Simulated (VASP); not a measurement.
# RbCdI3 (Pm-3m) in VASP: notebook

Aim: see how the results for RbCdI3 move with the level of theory and the settings. Levels: PBEsol, r2SCAN+rVV10. Tasks: single point, relaxation of cell and atoms.

Program: VASP 6.6.1. These are calculated values, not measurements. Logs are shortened: lines on timing, memory, paths and dates and some standing lists are left out, and cuts for length are marked.

### Step 1. The cell of the first run

It takes space group Pm-3m (No. 221, cubic). Conventional cell: a = 5.873 Å, b = 5.873 Å, c = 5.873 Å, α = 90.00°, β = 90.00°, γ = 90.00°. Rb (site symmetry m-3m) has 12 I at 4.15 Å and 8 Cd at 5.09 Å within 5.4 Å. Cd (site symmetry m-3m) has 6 I at 2.94 Å within 3.9 Å. I (site symmetry 4/mmm) has 2 Cd at 2.94 Å within 3.9 Å.

### Step 2. Single point, PBEsol

INCAR reads:

```
SYSTEM = RbCdI3
PREC = Accurate
ENCUT = 520
EDIFF = 1E-7
ISMEAR = -1
SIGMA = 0.03
LREAL = .False.
LASPH = .True.
NELM = 60
ALGO = Normal
ISIF = 2
LWAVE = .False.
LCHARG = .False.
GGA = PS
NBANDS = 29
```

KPOINTS reads:

```
Automatic mesh
0
Gamma
  4 4 4
  0 0 0
```

POSCAR reads:

```
RbCdI3
1.0
    5.8734826219      0.0000000000      0.0000000000
    0.0000000000      5.8734826219      0.0000000000
    0.0000000000      0.0000000000      5.8734826219
Rb Cd I
1 1 3
Direct
    0.0000000000      0.0000000000      0.0000000000
    0.5000000000      0.5000000000      0.5000000000
    0.5000000000      0.5000000000      0.0000000000
    0.5000000000      0.0000000000      0.5000000000
    0.0000000000      0.5000000000      0.5000000000
```

Potentials or basis: VASP PAW PBE potentials, release 64 (Rb_sv, Cd, I).

Launch:

```console
$ cat potpaw_PBE.64/Rb_sv/POTCAR potpaw_PBE.64/Cd/POTCAR potpaw_PBE.64/I/POTCAR > POTCAR
$ mpirun -np 1 vasp_std > vasp.out
```

OUTCAR:

```text
SYSTEM = RbCdI3
   PREC = Accurate
   ENCUT = 520
   EDIFF = 1E-7
   ISMEAR = -1
   LREAL = .False.
   LASPH = .True.
   NELM = 60
   ISIF = 2
   GGA = PS

 ion  position               nearest neighbor table
   1  0.000  0.000  0.000-   3 4.15   4 4.15   5 4.15   4 4.15   5 4.15   3 4.15   5 4.15   5 4.15
                             3 4.15   4 4.15   4 4.15   3 4.15
   2  0.500  0.500  0.500-   3 2.94   4 2.94   5 2.94   3 2.94   4 2.94   5 2.94
   3  0.500  0.500  0.000-   2 2.94   2 2.94   1 4.15   1 4.15   1 4.15   1 4.15
   4  0.500  0.000  0.500-   2 2.94   2 2.94   1 4.15   1 4.15   1 4.15   1 4.15
   5  0.000  0.500  0.500-   2 2.94   2 2.94   1 4.15   1 4.15   1 4.15   1 4.15

  LATTYP: Found a simple cubic cell.
 ALAT       =     5.8734826219

  Lattice vectors:

 A1 = (   5.8734826219,   0.0000000000,   0.0000000000)
 A2 = (   0.0000000000,   5.8734826219,   0.0000000000)
 A3 = (   0.0000000000,   0.0000000000,   5.8734826219)

Analysis of symmetry for initial positions (statically):
=====================================================================
 Subroutine PRICEL returns:
 Original cell was already a primitive cell.

 Routine SETGRP: Setting up the symmetry group for a
 simple cubic supercell.

 Subroutine GETGRP returns: Found 48 space group operations
 (whereof 48 operations were pure point group operations)
 out of a pool of 48 trial point group operations.

The static configuration has the point symmetry O_h .

Analysis of symmetry for dynamics (positions and initial velocities):
=====================================================================
 Subroutine PRICEL returns:
 Original cell was already a primitive cell.

 Routine SETGRP: Setting up the symmetry group for a
 simple cubic supercell.

 Subroutine GETGRP returns: Found 48 space group operations
 (whereof 48 operations were pure point group operations)
 out of a pool of 48 trial point group operations.

The dynamic configuration has the point symmetry O_h .

 Subroutine INISYM returns: Found 48 space group operations
 (whereof 48 operations are pure point group operations),
 and found     1 'primitive' translations

----------------------------------------------------------------------------------------

                                     Primitive cell

  volume of cell :     202.6222

  direct lattice vectors                    reciprocal lattice vectors
     5.873482622  0.000000000  0.000000000     0.170256739  0.000000000  0.000000000
     0.000000000  5.873482622  0.000000000     0.000000000  0.170256739  0.000000000
     0.000000000  0.000000000  5.873482622     0.000000000  0.000000000  0.170256739

  length of vectors
     5.873482622  5.873482622  5.873482622     0.170256739  0.170256739  0.170256739

  position of ions in fractional coordinates (direct lattice)
     0.000000000  0.000000000  0.000000000
     0.500000000  0.500000000  0.500000000
     0.500000000  0.500000000  0.000000000
     0.500000000  0.000000000  0.500000000
     0.000000000  0.500000000  0.500000000

  ion indices of the primitive-cell ions
   primitive index   ion index
                 1           1
                 2           2
                 3           3
                 4           4
                 5           5

----------------------------------------------------------------------------------------

 KPOINTS: Automatic mesh

Automatic generation of k-mesh.
 Grid dimensions read from file:
 generate k-points for:    4    4    4

 Generating k-lattice:

  Cartesian coordinates                     Fractional coordinates (reciprocal lattice)
     0.042564185  0.000000000  0.000000000     0.250000000  0.000000000  0.000000000
     0.000000000  0.042564185  0.000000000     0.000000000  0.250000000  0.000000000
     0.000000000  0.000000000  0.042564185     0.000000000  0.000000000  0.250000000

  Length of vectors
     0.042564185  0.042564185  0.042564185

  Shift w.r.t. Gamma in fractional coordinates (k-lattice)
     0.000000000  0.000000000  0.000000000

 Subroutine IBZKPT returns following result:
 ===========================================

 Found     10 irreducible k-points:

 Following reciprocal coordinates:
            Coordinates               Weight
  0.000000  0.000000  0.000000      1.000000
  0.250000  0.000000  0.000000      6.000000
  0.500000  0.000000  0.000000      3.000000
  0.250000  0.250000  0.000000     12.000000
  0.500000  0.250000  0.000000     12.000000
  0.500000  0.500000  0.000000      3.000000
  0.250000  0.250000  0.250000      8.000000
  0.500000  0.250000  0.250000     12.000000
  0.500000  0.500000  0.250000      6.000000
  0.500000  0.500000  0.500000      1.000000
   k-points           NKPTS =     10   k-points in BZ     NKDIM =     10   number of bands    NBANDS=     29
   number of dos      NEDOS =    301   number of ions     NIONS =      5
   total plane-waves  NPLWV = 110592
   dimension x,y,z NGX =    48 NGY =   48 NGZ =   48
   dimension x,y,z NGXF=    96 NGYF=   96 NGZF=   96
   ions per type =               1   1   3
   NGX,Y,Z   is equivalent  to a cutoff of  13.59, 13.59, 13.59 a.u.
   NGXF,Y,Z  is equivalent  to a cutoff of  27.17, 27.17, 27.17 a.u.
 SYSTEM =  RbCdI3
   PREC   = accura    normal or accurate (medium, high low for compatibility)
   ISTART =      0    job   : 0-new  1-cont  2-samecut
   ICHARG =      2    charge: 1-file 2-atom 10-const
   ISPIN  =      1    spin polarized calculation?
   LNONCOLLINEAR =      F non collinear calculations
   LSORBIT =      F    spin-orbit coupling
   LASPH  =      T    aspherical Exc in radial PAW
   ENCUT  =  520.0 eV  38.22 Ry    6.18 a.u.  10.92 10.92 10.92*2*pi/ulx,y,z
   NELM   =     60;   NELMIN=  2; NELMDL= -5     # of ELM steps
   EDIFF  = 0.1E-06   stopping-criterion for ELM
   LREAL  =      F    real-space projection
   EDIFFG = 0.1E-05   stopping-criterion for IOM
   NSW    =      0    number of steps for IOM
   IBRION =     -1    ionic relax: 0-MD 1-quasi-New 2-CG
   NFREE  =      0    steps in history (QN), initial steepest desc. (CG)
   ISIF   =      2    stress and relaxation
   ISYM   =      2    0-nonsym 1-usesym 2-fastsym
   POTIM  = 0.5000    time-step for ionic-motion
   TEBEG  =    0.0;   TEEND  =   0.0 temperature during run
   PSTRESS=    0.0 pullay stress
   NELECT =      42.0000    total number of electrons
   NUPDOWN=      -1.0000    fix difference up-down
   EMIN   =  10.00;   EMAX   =-10.00  energy-range for DOS
   EFERMI =   0.00;   METHOD = LEGACY
   ISMEAR =    -1;   SIGMA  =   0.03  broadening in eV -4-tet -1-fermi 0-gaus
   EFERMI_NEDOS =   21; number of points for ismear=-14 and -15
   IALGO  =     38    algorithm
   IMIX   =      4    mixing-type and parameters
     AMIX     =   0.40;   BMIX     =  1.00
     AMIX_MAG =   1.60;   BMIX_MAG =  1.00
  volume/ion in A,a.u.               =      40.52       273.47
  Fermi-wavevector in a.u.,A,eV,Ry     =   0.968863  1.830885 12.771720  0.938695
  Thomas-Fermi vector in A             =   2.098867
   LORBIT       =      0    0 simple, 1 ext, 2 COOP (PROOUT), +10 PAW based schemes
   GGA     = PS    functional components
   LHFCALC =     F    Hartree Fock is set to
   AEXX    =    0.0000 exact exchange contribution
   IVDW    =     0    specifies the selected vdW correction
   LEPSILON=     F    determine dielectric tensor
   LRPA    =     F    only Hartree local field effects (RPA)
 non-spin polarized calculation
  energy-cutoff  :      520.00
  volume of cell :      202.62
 maximum number of plane-waves:      5520
 NGX is ok and might be reduce to    48
   NGX = 21   NGY = 21   NGZ = 21

 number of electron      41.9999996 magnetization

 Free energy of the ion-electron system (eV)
  ---------------------------------------------------
  ext. energy  EPLUGINS =         0.00000000
  ---------------------------------------------------
  free energy    TOTEN  =       -11.81712662 eV

  energy without entropy =      -11.81378967  energy(sigma->0) =      -11.81545814

 E-fermi :   1.2418     XC(G=0):  -8.0834

 val. band max:        1.1791347624   @ k =   0.5000   0.5000   0.5000
 cond. band min:       2.3035424566   @ k =   0.2500   0.0000   0.0000
 fundamental gap:      1.1244076942
 Fermi energy:         1.2417700610

 k-point     1 :       0.0000    0.0000    0.0000
  band No.  band energies     occupation
      1     -24.7969      2.00000
      2     -10.7931      2.00000
      3     -10.1513      2.00000
      4     -10.1513      2.00000
      5      -8.8782      2.00000
      6      -8.8782      2.00000
[... 21 lines left out ...]
     28       6.6391      0.00000
     29       9.4481      0.00000

 k-point     2 :       0.2500    0.0000    0.0000
  band No.  band energies     occupation
      1     -24.7968      2.00000
      2     -10.7117      2.00000
      3     -10.1840      2.00000
      4     -10.1485      2.00000
      5      -8.8768      2.00000
      6      -8.8768      2.00000
[... 21 lines left out ...]
     28       7.2249      0.00000
     29       8.6323      0.00000

 k-point     3 :       0.5000    0.0000    0.0000
  band No.  band energies     occupation
      1     -24.7967      2.00000
      2     -10.6150      2.00000
      3     -10.2273      2.00000
      4     -10.1457      2.00000
      5      -8.8754      2.00000
      6      -8.8754      2.00000
[... 21 lines left out ...]
     28       7.6770      0.00000
     29       8.4996      0.00000

 k-point     4 :       0.2500    0.2500    0.0000
  band No.  band energies     occupation
      1     -24.7967      2.00000
      2     -10.6253      2.00000
      3     -10.1941      2.00000
      4     -10.1643      2.00000
      5      -8.8754      2.00000
      6      -8.8685      2.00000
[... 21 lines left out ...]
     28       7.7076      0.00000
     29       8.4051      0.00000

 k-point     5 :       0.5000    0.2500    0.0000
  band No.  band energies     occupation
      1     -24.7966      2.00000
      2     -10.5177      2.00000
      3     -10.2316      2.00000
      4     -10.1694      2.00000
      5      -8.8739      2.00000
      6      -8.8672      2.00000
[... 21 lines left out ...]
     28       8.0412      0.00000
     29       8.0724      0.00000

 k-point     6 :       0.5000    0.5000    0.0000
  band No.  band energies     occupation
      1     -24.7965      2.00000
      2     -10.3736      2.00000
      3     -10.2361      2.00000
      4     -10.2361      2.00000
      5      -8.8725      2.00000
      6      -8.8590      2.00000
[... 21 lines left out ...]
     28       8.0485      0.00000
     29       8.0485      0.00000

 k-point     7 :       0.2500    0.2500    0.2500
  band No.  band energies     occupation
      1     -24.7966      2.00000
      2     -10.5387      2.00000
      3     -10.1859      2.00000
      4     -10.1859      2.00000
      5      -8.8754      2.00000
      6      -8.8754      2.00000
[... 21 lines left out ...]
     28       7.8448      0.00000
     29       8.4216      0.00000

 k-point     8 :       0.5000    0.2500    0.2500
  band No.  band energies     occupation
      1     -24.7965      2.00000
      2     -10.4275      2.00000
      3     -10.2272      2.00000
      4     -10.1775      2.00000
      5      -8.8824      2.00000
      6      -8.8657      2.00000
[... 21 lines left out ...]
     28       7.9237      0.00000
     29       8.3439      0.00000

 k-point     9 :       0.5000    0.5000    0.2500
  band No.  band energies     occupation
      1     -24.7965      2.00000
      2     -10.2949      2.00000
      3     -10.2228      2.00000
      4     -10.2228      2.00000
      5      -8.8811      2.00000
      6      -8.8741      2.00000
[... 21 lines left out ...]
     28       7.6899      0.00000
     29       8.3527      0.00000

 k-point    10 :       0.5000    0.5000    0.5000
  band No.  band energies     occupation
      1     -24.7964      2.00000
      2     -10.2091      2.00000
      3     -10.2091      2.00000
      4     -10.2091      2.00000
      5      -8.8896      2.00000
      6      -8.8896      2.00000
[... 21 lines left out ...]
     28       7.6695      0.00000
     29       7.6695      0.00000

------------------------ aborting loop because EDIFF is reached ----------------------------------------

  FORCE on cell =-STRESS in cart. coord.  units (eV):
  Direction    XX          YY          ZZ          XY          YZ          ZX
  --------------------------------------------------------------------------------------
  -------------------------------------------------------------------------------------
  Total        0.1153171      0.1153171      0.1153171     -0.0000000      0.0000000     -0.0000000
  in kB        0.9118367      0.9118367      0.9118367     -0.0000000      0.0000000     -0.0000000
  external PRESSURE =       0.9118367 kB  Pullay stress =       0.0000000 kB

 VOLUME and BASIS-vectors are now :
 -----------------------------------------------------------------------------
  energy-cutoff  :      520.00
  volume of cell :      202.62
      direct lattice vectors                 reciprocal lattice vectors
     5.873482622  0.000000000  0.000000000     0.170256739  0.000000000  0.000000000
     0.000000000  5.873482622  0.000000000     0.000000000  0.170256739  0.000000000
     0.000000000  0.000000000  5.873482622     0.000000000  0.000000000  0.170256739

 POSITION                                       TOTAL-FORCE (eV/Angst)
 -----------------------------------------------------------------------------------
      0.00000      0.00000      0.00000         0.000000      0.000000      0.000000
      2.93674      2.93674      2.93674         0.000000      0.000000      0.000000
      2.93674      2.93674      0.00000         0.000000      0.000000      0.000000
      2.93674      0.00000      2.93674         0.000000      0.000000      0.000000
      0.00000      2.93674      2.93674         0.000000      0.000000      0.000000
 -----------------------------------------------------------------------------------
    total drift:                                0.000000     -0.000000     -0.000000

  FREE ENERGIE OF THE ION-ELECTRON SYSTEM (eV)
  ---------------------------------------------------
  free  energy   TOTEN  =       -11.8171266204 eV

  energy  without entropy=      -11.8137896652  energy(sigma->0) =      -11.81545814
```

It used 67 s of CPU time on 1 thread of Intel(R) Xeon(R) Platinum 8259CL CPU @ 2.50GHz (Skylake/Cascade Lake) (shared host).

What came out:

```yaml
Free_energy: -11.8171 eV
Pressure: 0.1 GPa
Band_gap_on_the_k_mesh: zero (bands 21 and 22 overlap by 0.33 eV)
```

Caveat: semilocal functionals underestimate gaps, and a narrow one can read as zero; the PAW data sets were made with another functional, which shifts forces and pressure a little; spin-orbit coupling is left out, which moves the levels of the heavy elements.

### Step 3. Single point, r2SCAN+rVV10

This run uses another cell than the first one, of 41.00 Å³/atom.

POSCAR: that of step 2 with these lines changed.

```diff
@@ -2,5 +2,5 @@
 1.0
-    5.8734826219      0.0000000000      0.0000000000
-    0.0000000000      5.8734826219      0.0000000000
-    0.0000000000      0.0000000000      5.8734826219
+    5.8961567079      0.0000000000      0.0000000000
+    0.0000000000      5.8961567079      0.0000000000
+    0.0000000000      0.0000000000      5.8961567079
 Rb Cd I
```

INCAR.step1 reads:

```
ALGO = Normal
EDIFF = 1E-4
ENCUT = 520
GGA = PE
ISMEAR = -1
LASPH = T
LCHARG = F
LREAL = F
LWAVE = T
NBANDS = 29
NELM = 80
PREC = Accurate
SIGMA = 0.03
```

INCAR.step2 reads:

```
ALGO = Normal
BPARAM = 11.95
CPARAM = 0.0093
EDIFF = 1E-7
ENCUT = 520
ISIF = 2
ISMEAR = -1
ISTART = 1
IVDW_NL = 2
LASPH = T
LCHARG = T
LELF = T
LMIXTAU = T
LREAL = F
LUSE_VDW = T
LVHAR = T
LWAVE = F
METAGGA = R2SCAN
NBANDS = 29
NELM = 80
PREC = Accurate
SIGMA = 0.03
```

KPOINTS reads:

```
k-points
0
Gamma
  4 4 4
```

Potentials or basis: VASP PAW PBE potentials, release 64 (Rb_sv, Cd, I).

Launch:

```console
$ cat potpaw_PBE.64/Rb_sv/POTCAR potpaw_PBE.64/Cd/POTCAR potpaw_PBE.64/I/POTCAR > POTCAR
$ cp INCAR.step1 INCAR
$ mpirun -np 1 vasp_std > vasp.out
$ cp INCAR.step2 INCAR
$ mpirun -np 1 vasp_std > vasp.out
```

It took 9 min on 1 thread of Intel Xeon Platinum 8259CL at 2.50GHz (Skylake/Cascade Lake), shared host; peak memory 0.78 GiB.

It converged, with:

```
Free energy            : -111.5869 eV
Pressure               : 0.2 GPa
Band gap on the k mesh : 0.19 eV (least direct gap 0.69 eV)
```

Levels at points of the mesh, in eV from the valence-band top:
```
           k point  band 18  band 19  band 20  band 21  band 22  band 23  band 24  band 25
(0.00, 0.00, 0.00)    -0.81    -0.50    -0.50    -0.50     0.19     4.11     5.35     5.35
(0.50, 0.00, 0.00)    -1.09    -1.05    -0.66    -0.66     3.11     5.40     5.80     6.88
(0.50, 0.50, 0.00)    -1.14    -1.14    -0.17    -0.02     4.66     5.49     5.49     6.26
(0.50, 0.50, 0.50)    -0.16     0.00     0.00     0.00     4.62     4.76     4.76     4.76
```

Caveat: semilocal functionals underestimate gaps, and a narrow one can read as zero; the PAW data sets were made with another functional, which shifts forces and pressure a little; spin-orbit coupling is left out, which moves the levels of the heavy elements. A k mesh can miss the band edges.

[end of part 1 of 2]

The gap in the log of VASP goes by the Fermi energy; the results here count the filled bands.